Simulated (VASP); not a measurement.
Write the native input for VASP 6.6.1 that does the following.

```
Task                   : single point
Functional             : PBE
Potentials or basis    : VASP PAW PBE potentials, release 64 (Sb, Bi_d, O)
Cutoff                 : 520 eV
k mesh                 : 4 × 4 × 4
Occupations            : gaussian, width 0.1 eV
Spin                   : no spin polarisation
Dipole correction      : no
Further INCAR settings : ALGO = Normal; EDIFF = 1e-07; NBANDS = 26
```

The structure of BiSb2O2 lies in POSCAR:

```
BiSb2O2
1.0
    4.1786143478      0.0000000000      0.0000000000
    0.0000000000      4.1786143478      0.0000000000
    0.0000000000      0.0000000000      6.4825746670
Sb Bi O
2 1 2
Direct
    0.5000000000      0.5000000000      0.5000000000
    0.0000000000      0.0000000000      0.0000000000
    0.5000000000      0.5000000000      0.0000000000
    0.0000000000      0.0000000000      0.6908520439
    0.0000000000      0.0000000000      0.3091479561
```

The cell was generated, and may not be a known phase.

These files were run (other wordings do the same):

INCAR

```
SYSTEM = BiSb2O2
PREC = Accurate
ENCUT = 520
EDIFF = 1E-7
ISMEAR = 0
SIGMA = 0.1
LREAL = .FALSE.
LASPH = .TRUE.
NELM = 100
ALGO = Normal
ISIF = 2
LWAVE = .FALSE.
LCHARG = .FALSE.
GGA = PE
NBANDS = 26
```

KPOINTS

```
Automatic mesh
0
G
  4 4 4
  0 0 0
```

Potentials or basis: VASP PAW PBE potentials, release 64 (Sb, Bi_d, O).

The run is started by

```console
$ cat potpaw_PBE.64/Sb/POTCAR potpaw_PBE.64/Bi_d/POTCAR potpaw_PBE.64/O/POTCAR > POTCAR
$ mpirun -np 1 vasp_std > vasp.out
```

Results of the run:

The pressure is -0.2 GPa. The largest force is 0.041 eV/Å and the band gap on the k mesh is zero (an odd number of electrons rules out a gap without spin polarisation).

Caveat: the k points lie up to 0.38 Å⁻¹ apart, too coarse for converged energies and pressures of a metal; spin-orbit coupling is left out, which moves the levels of the heavy elements; an odd number of electrons without spin polarisation forces a metal; a magnetic or distorted state may lie lower.

It took 49 s on 1 thread of AMD EPYC 7R13 Processor (Zen 3) (shared host), peak memory 0.2 GiB.
